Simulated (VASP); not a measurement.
# TiSi12O24 (a cell with a defect) in VASP: a series of runs, part 2 of 2

VASP 6.6.1.

**4. Single point, PBE**

File INCAR:

```
ALGO = Normal
EDIFF = 1E-6
ENCUT = 520
GGA = PE
ISIF = 2
ISMEAR = -1
LASPH = T
LCHARG = F
LREAL = Auto
LWAVE = F
NBANDS = 126
NELM = 60
PREC = Accurate
SIGMA = 0.02
```

File KPOINTS:

```
k-points
0
Gamma
  2 2 1
```

File POSCAR:

```
TiSi12O24
1.0
   -2.4557500000      4.2534840000      5.4038000000
    4.9115000000      0.0000000000      5.4038000000
    4.9115000000      8.5069680000      0.0000000000
Si O Ti
12 24 1
Direct
    0.8468646976      0.3292739456      0.0563986556
    0.6198689108      0.1951085125      0.9064405210
    0.2762762493      0.1908344876      0.1726950653
    0.8208514997      0.3149412758      0.5903752406
    0.6055459787      0.1784774862      0.4122505067
    0.2194232342      0.2500136436      0.6470020558
    0.4032143879      0.7940060865      0.3198034896
    0.1681947958      0.6877715612      0.1638665065
    0.7647897392      0.7385260756      0.4021794934
    0.3435684458      0.8215381459      0.8282291779
    0.1537602883      0.6882186895      0.6512382642
    0.7536402976      0.7638285207      0.8736783837
    0.0615106754      0.1898718702      0.0791279956
    0.1796873942      0.7820084495      0.9877024980
    0.1764492395      0.4505462082      0.2148998307
    0.4008399259      0.2819927104      1.0010889648
    0.3564219492      0.7215393003      0.1984548363
    0.4597566294      0.0128173000      0.2411041787
    0.0315214030      0.1904472116      0.6312986268
    0.2191127932      0.7744922625      0.4702079801
    0.1573523282      0.4508961266      0.7023833156
    0.3802343051      0.2874747144      0.4824587875
    0.3139365167      0.7214556148      0.7157634834
    0.3209230776      0.0618834659      0.7633147114
    0.6156496517      0.6535855162      0.3573322548
    0.6825767332      0.2769064082      0.2330324725
    0.6486455987      0.9359950246      0.4648035968
    0.9495824345      0.7891941671      0.2598124629
    0.7686558234      0.2275396316      0.4749181793
    0.8355570391      0.5496600304      0.5347099581
    0.5701760819      0.7200147098      0.8417965318
    0.6276947850      0.2878568639      0.7299257826
    0.6785841653      0.9532617579      0.9447268533
    0.9271206938      0.8058059504      0.7179639048
    0.7832668763      0.2699116278      0.9380117422
    0.8365204632      0.5704525928     -0.0034848381
    0.9527391047      0.3165443625      0.2660880424
```

Started as:

```console
$ cat potpaw_PBE.64/Si/POTCAR potpaw_PBE.64/O/POTCAR potpaw_PBE.64/Ti_sv/POTCAR > POTCAR
$ mpirun -np 1 vasp_std > vasp.out
```

Run time: 5 min. Hardware: 1 thread of Intel Xeon 6975P-C (Granite Rapids), shared host; peak memory 0.57 GiB.

Results (log left out):

| Quantity | Value |
| --- | --- |
| Free energy | -284.8593 eV |
| Pressure | 6.1 GPa |
| Largest force | 0.264 eV/Å |
| Band gap on the k mesh | 0.11 eV |

Forces on the atoms (eV/Å):
```
Si   0.091 -0.035 -0.014
Si   0.040  0.044  0.010
Si   0.020 -0.001  0.065
Si  -0.035  0.018 -0.077
Si  -0.011  0.049  0.023
Si  -0.034  0.002 -0.052
Si  -0.077 -0.024 -0.079
Si   0.131 -0.117 -0.021
Si   0.015  0.015  0.049
Si   0.014  0.010 -0.010
Si  -0.011 -0.034  0.007
Si   0.003 -0.051  0.002
O   -0.027  0.205  0.046
O   -0.017 -0.020 -0.031
O   -0.066 -0.028  0.089
O    0.012  0.090 -0.006
O    0.072 -0.035 -0.053
O    0.052  0.027 -0.070
O   -0.009  0.052 -0.033
O   -0.013 -0.020 -0.066
O   -0.008 -0.086  0.020
O   -0.065 -0.050 -0.100
O    0.081 -0.078 -0.050
O   -0.044 -0.002  0.054
O   -0.063 -0.063 -0.032
O   -0.077  0.081  0.039
O    0.000  0.074 -0.052
O    0.199  0.068  0.155
O    0.029  0.014  0.004
O   -0.240 -0.104  0.033
O   -0.046 -0.021 -0.001
O    0.086  0.020  0.036
O   -0.060 -0.034 -0.020
O   -0.009 -0.082 -0.017
O   -0.037  0.137  0.009
O   -0.082 -0.001 -0.009
Ti   0.186 -0.023  0.155
```

Stress tensor (GPa, compression positive):
```
 5.31 -0.92 -0.57
-0.92  7.24  0.41
-0.57  0.41  5.66
```

Levels at points of the mesh, in eV from the valence-band top:
```tsv
k point	band 98	band 99	band 100	band 101	band 102	band 103	band 104	band 105	band 106	band 107
(0.00, 0.00, 0.00)	-5.11	-5.04	-4.54	-1.86	-0.15	0.11	0.68	1.15	1.57	2.22
(0.50, 0.00, 0.00)	-5.09	-4.89	-4.55	-1.72	-0.03	0.12	0.71	1.35	1.95	2.09
(0.00, 0.50, 0.00)	-5.01	-4.94	-4.54	-1.74	-0.04	0.18	0.69	1.36	1.90	1.98
(0.50, 0.50, 0.00)	-4.99	-4.93	-4.59	-1.72	0.00	0.15	0.70	1.58	1.98	2.34
```

Caveat: the k points lie up to 0.70 Å⁻¹ apart; semilocal functionals underestimate gaps, and a narrow one can read as zero.

**5. Single point, PBE**

File INCAR:

```
SYSTEM = TiSi12O24
ALGO = Normal
EDIFF = 1E-6
ENCUT = 520
GGA = PE
ISIF = 2
ISMEAR = -1
LASPH = .TRUE.
LCHARG = .FALSE.
LREAL = Auto
LWAVE = .FALSE.
NBANDS = 126
NELM = 80
PREC = Accurate
SIGMA = 0.02
```

File KPOINTS:

```
k-points
0
G
  2 2 1
  0 0 0
```

File POSCAR:

```
TiSi12O24
1.0
   -2.4557500000      4.2534840000      5.4038000000
    4.9115000000      0.0000000000      5.4038000000
    4.9115000000      8.5069680000      0.0000000000
Si O Ti
12 24 1
Direct
    0.8331939865      0.3352088041      0.0542095268
    0.6203379585      0.1952125800      0.9021796507
    0.3080353919      0.1939974369      0.1726208902
    0.8152523750      0.3254728553      0.5903086819
    0.6085839737      0.1864815357      0.4099674297
    0.2186684681      0.2484885325      0.6479858828
    0.3913625304      0.8083870903      0.3178318925
    0.1668672157      0.6727948740      0.1699953459
    0.7586815011      0.7419587890      0.3988198115
    0.3419930635      0.8162489144      0.8320738924
    0.1545840497      0.6863756453      0.6524289521
    0.7538737354      0.7630240032      0.8756557129
    0.0409475849      0.1855237871      0.0799659882
    0.1823386457      0.7632120778      0.9922726273
    0.1832945939      0.4284117979      0.2258713537
    0.4025352466      0.2873936923      0.9952431665
    0.3520796027      0.7154626823      0.2029517500
    0.4875436997      0.0131332314      0.2379003511
    0.0303548257      0.1985374353      0.6235602667
    0.2133309765      0.7766743900      0.4728057170
    0.1575107449      0.4486632438      0.7039292456
    0.3823004476      0.2844786708      0.4848244595
    0.3156021776      0.7188798535      0.7166809828
    0.3128433370      0.0580314178      0.7670676405
    0.6001055368      0.6622985122      0.3627460102
    0.6754689014      0.2860531757      0.2295471001
    0.6620602917      0.9441142522      0.4604209329
    0.9503014815      0.7836847874      0.2598114690
    0.7717566802      0.2421803641      0.4696252894
    0.8305374481      0.5570111289      0.5342066942
    0.5704027598      0.7206748153      0.8430034047
    0.6236634858      0.2865585802      0.7272383465
    0.6792472578      0.9540209979      0.9450203242
    0.9286025688      0.8035337057      0.7217249238
    0.7799965514      0.2786327465      0.9299374523
    0.8334051529      0.5710341305      0.0007740145
    0.9829691640      0.2401980517      0.2689860111
```

Started as:

```console
$ cat potpaw_PBE.64/Si/POTCAR potpaw_PBE.64/O/POTCAR potpaw_PBE.64/Ti_sv/POTCAR > POTCAR
$ mpirun -np 1 vasp_std > vasp.out
```

Run time: 6.8 min. Hardware: 1 thread of Intel Xeon Platinum 8488C (Sapphire Rapids), shared host; peak memory 0.57 GiB.

It converged, with:

```yaml
Free_energy: -284.7708 eV
Pressure: 6.5 GPa
Largest_force: 0.265 eV/Å
Band_gap_on_the_k_mesh: 0.34 eV
```

Forces in eV/Å, atoms in the order of the input:
```
Si   0.117 -0.090 -0.071
Si   0.013 -0.038  0.032
Si   0.030  0.103  0.154
Si  -0.019 -0.011 -0.008
Si   0.027  0.035  0.061
Si  -0.001  0.008 -0.080
Si   0.061 -0.037  0.033
Si  -0.005  0.009  0.029
Si   0.056  0.045  0.010
Si   0.001 -0.022 -0.050
Si  -0.013 -0.031 -0.020
Si   0.031 -0.067  0.005
O   -0.085  0.069 -0.055
O   -0.057  0.037 -0.076
O    0.001  0.078  0.006
O    0.051  0.062  0.060
O    0.064 -0.009  0.109
O   -0.059  0.176  0.189
O    0.011 -0.002 -0.019
O    0.037 -0.048 -0.040
O    0.007 -0.074  0.012
O   -0.051  0.012 -0.061
O    0.022 -0.076 -0.047
O    0.036 -0.001 -0.072
O    0.059  0.012 -0.117
O   -0.016 -0.064 -0.013
O   -0.063  0.061  0.033
O   -0.065 -0.031 -0.092
O   -0.028 -0.015  0.028
O   -0.058 -0.033  0.052
O   -0.004 -0.022  0.019
O    0.064 -0.063 -0.009
O   -0.008 -0.071  0.025
O    0.005 -0.028 -0.026
O    0.002  0.022  0.060
O    0.002 -0.016 -0.023
Ti  -0.166  0.122 -0.038
```

Stress tensor (GPa, compression positive):
```
 6.06 -0.52 -2.45
-0.52  8.30  1.17
-2.45  1.17  5.09
```

Levels at points of the mesh, in eV from the valence-band top:
```
           k point  band 100  band 101  band 102  band 103  band 104  band 105
(0.00, 0.00, 0.00)     -4.67     -2.14     -0.14      0.34      0.65      0.79
(0.50, 0.00, 0.00)     -4.71     -1.99     -0.03      0.34      0.63      1.13
(0.00, 0.50, 0.00)     -4.67     -2.01     -0.04      0.38      0.64      1.12
(0.50, 0.50, 0.00)     -4.75     -1.96      0.00      0.37      0.62      1.22
```

Caveat: the k points lie up to 0.70 Å⁻¹ apart; semilocal functionals underestimate gaps, and a narrow one can read as zero.

**6. Overview**

| cell | gap on the mesh (eV) | pressure (GPa) | largest force (eV/Å) |
| --- | --- | --- | --- |
| as given, atomic positions A | 0.30 | 3.4 | 1.72 |
| as given, atomic positions B | none | 5.4 | 0.27 |
| as given, atomic positions C | 0.11 | 6.1 | 0.26 |
| as given, atomic positions D | 0.34 | 6.5 | 0.26 |

Alike in all rows: task single point; level PBE; potentials or basis VASP PAW PBE potentials, release 64 (Si, O, Ti_sv); no spin polarisation; k mesh 2 × 2 × 1; cutoff (eV) 520; smearing fermi-dirac 0.02 eV.

Caveats: all runs use coarse meshes; semilocal functionals underestimate gaps, and a narrow one can read as zero (at least some runs); semilocal functionals often make such compounds metallic where correlation or magnetic order opens a gap, which also shifts bond lengths (at least some runs).

Absolute energies hang on the potentials; compare differences alone.
